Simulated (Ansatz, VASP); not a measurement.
## Two plane-wave programs on MgZn4O

The input INCAR:

```
SYSTEM = MgZn4O
  PREC = Accurate
  ENCUT = 600
  EDIFF = 1E-6
  ISMEAR = 0
  SIGMA = 0.2
  LREAL = .False.
  LASPH = .True.
  NELM = 80
  ALGO = Normal
  ISIF = 3
  LWAVE = .False.
  LCHARG = .False.
  GGA = PE
  IBRION = 2
  NSW = 36
  EDIFFG = -0.08
```

The input KPOINTS:

```
regular mesh
0
Gamma
  5 5 5
  0 0 0
```

Contents of POSCAR:

```
MgZn4O
1.0
   -2.4546426300      2.4546426300      3.3497201100
    2.4546426300     -2.4546426300      3.3497201100
    2.4546426300      2.4546426300     -3.3497201100
Mg Zn O
1 4 1
Direct
    0.5000000000      0.5000000000      0.0000000000
    0.7045722600      0.7045722600      0.6626581000
    0.9580858300      0.2954277400      0.0000000000
    0.0419141700      0.0419141700      0.3373419000
    0.2954277400      0.9580858300      0.0000000000
    0.0000000000      0.0000000000      0.0000000000
```

Input for Ansatz:

```yaml
crystal:
  lattice:
    - [-2.45464263, 2.45464263, 3.34972011]
    - [2.45464263, -2.45464263, 3.34972011]
    - [2.45464263, 2.45464263, -3.34972011]
  atoms:
    - { symbol: Mg, position: [0.5, 0.5, 0.0] }
    - { symbol: Zn, position: [0.70457226, 0.70457226, 0.6626581] }
    - { symbol: Zn, position: [0.95808583, 0.29542774, 0.0] }
    - { symbol: Zn, position: [0.04191417, 0.04191417, 0.3373419] }
    - { symbol: Zn, position: [0.29542774, 0.95808583, 0.0] }
    - { symbol: O, position: [0.0, 0.0, 0.0] }
basis:
  ecutwfc: 420
kpoints:
  mp_grid: { grid: [5, 5, 5] }
hamiltonian:
  xc: pbe
scf:
  occupations: { method: gaussian, width: 0.2 }
  lower_state_search: "off"
output:
  forces: true
  stress: true
  eigenvalues: true
relax:
  adjacent_minimum: "off"
  f_tol: 0.08
  max_steps: 16
  cell: { stress_tol: 0.8 }
```

Change from the starting cell: species swapped into the AgClO4 type (I-42m, No. 121).

Alike in both runs: task relaxation of cell and atoms; functional PBE; k mesh 5 × 5 × 5; occupations gaussian, width 0.2 eV; no spin polarisation.

|  | VASP | Ansatz |
| --- | --- | --- |
| version | VASP 6.6.1 | Ansatz 0.2.0 |
| potentials or method | VASP PAW PBE potentials, release 64 (Mg, Zn, O), cutoff 600 eV | scalar-relativistic, plane waves, PAW |
| valence electrons in the cell | 56 | 64 |

|  | VASP | Ansatz | Ansatz less VASP |
| --- | --- | --- | --- |
| gap on the k mesh at the Fermi level, each at its own relaxed structure (eV) | none | none | - |
| relaxed volume (Å³/atom) | 17.27 | 17.20 | -0.073 |
| relaxed cell length with the largest relative difference (Å) | 5.424 | 5.415 | -0.0090 |

A gap of «none» marks a metal or a gap that the smearing closes. VASP's potentials hold 56 valence electrons a cell and Ansatz's 64, so a difference there can come from the potentials and not from the codes.

The k mesh is coarse, so the values compare programs but aren't converged. Noted on VASP's run: the volume moved by over 15 % at a fixed basis, so the end points are rough.
